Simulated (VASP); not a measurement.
Here is a VASP 6.6.1 calculation.

Contents of INCAR:

```
PREC = Accurate
ENCUT = 500
EDIFF = 1E-7
ISMEAR = 0
SIGMA = 0.02
LREAL = False
LASPH = True
NELM = 120
ALGO = Normal
ISIF = 3
LWAVE = False
LCHARG = False
GGA = PE
IBRION = 2
NSW = 100
EDIFFG = -0.005
GGA_COMPAT = False
NELMIN = 4
```

Contents of KPOINTS:

```
Automatic mesh
0
Gamma
  6 6 4
```

File POSCAR:

```
AgI
1.0
    4.5800015808      0.0000000000      0.0000000000
   -2.2900007904      3.9663977183      0.0000000000
    0.0000000000      0.0000000000      7.5100000000
Ag I
2 2
Direct
    0.3333333333      0.6666666667      0.0000000000
    0.6666666667      0.3333333333      0.5000000000
    0.3333333333      0.6666666667      0.3750000000
    0.6666666667      0.3333333333      0.8750000000
```

Potentials or basis: VASP PAW PBE potentials, release 64 (Ag, I).

Run with:

```console
$ cat potpaw_PBE.64/Ag/POTCAR potpaw_PBE.64/I/POTCAR > POTCAR
$ mpirun -np 1 vasp_std > vasp.out
```

(1) Estimate the relaxed volume.

(2) What does it give for the band gap on the k mesh?

## Answers

(1) 36.37 Å³/atom.

(2) 1.37 eV.

Caveat: spin-orbit coupling is left out, which moves the levels of the heavy elements.
